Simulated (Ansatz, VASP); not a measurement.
One calculation of CdF2, two programs

INCAR

```
ALGO = Normal ; EDIFF = 1E-6
ENCUT = 600 ; GGA_COMPAT = F
ISIF = 2 ; ISMEAR = 0
LASPH = T ; LCHARG = T
LELF = T ; LREAL = F
LVHAR = T ; LWAVE = F
NBANDS = 24 ; NELM = 120
PREC = Accurate ; SIGMA = 0.05
```

File KPOINTS:

```
k-points
0
Gamma
  8 8 8
```

POSCAR

```
CdF2
1.0
    0.0000000000      2.6940000000      2.6940000000
    2.6940000000      0.0000000000      2.6940000000
    2.6940000000      2.6940000000      0.0000000000
Cd F
1 2
Direct
   -0.0321464515     -0.0321464515     -0.0321464515
    0.2500000000      0.2500000000      0.2500000000
    0.7500000000      0.7500000000      0.7500000000
```

Input for Ansatz:

```yaml
crystal:
  lattice:
    - [0.0, 2.694, 2.694]
    - [2.694, 0.0, 2.694]
    - [2.694, 2.694, 0.0]
  atoms:
    - { symbol: Cd, position: [-0.0321464515, -0.0321464515, -0.0321464515] }
    - { symbol: F, position: [0.25, 0.25, 0.25] }
    - { symbol: F, position: [0.75, 0.75, 0.75] }
basis:
  ecutwfc: 420
kpoints:
  mp_grid: { grid: [8, 8, 8] }
hamiltonian:
  xc: lda
scf:
  occupations: { method: gaussian, width: 0.05 }
output:
  forces: true
  stress: true
  eigenvalues: true
```

Change from the starting cell: all Cd atoms moved -0.300 Å, as atom 1 along Cartesian [1 1 1].

Alike in both runs: task single point; functional LDA; k mesh 8 × 8 × 8; occupations gaussian, width 0.05 eV; no spin polarisation.

```csv
,VASP,Ansatz
version,VASP 6.6.1,Ansatz 0.2.0
potentials or method,"VASP PAW LDA potentials, release 64 (Cd_sv_GW, F), cutoff 600 eV","scalar-relativistic, plane waves, PAW"
valence electrons in the cell,34,34
```

```tsv
	VASP	Ansatz	Ansatz less VASP
gap on the k mesh at the Fermi level (eV)	2.86	2.85	-0.002
least direct gap on the mesh (eV)	3.35	3.34	-0.007
pressure (GPa)	-0.9	-0.4	+0.52
traceless stress, the component that is largest in VASP (GPa)	3.61	3.54	-0.076
rms of the force components (eV/Å)	0.920	0.899	-0.0207
```

LDA's correlation is that of Perdew and Zunger in VASP and of Perdew and Wang (1992) in Ansatz. Atom by atom the forces differ by 0.021 eV/Å (rms over components).
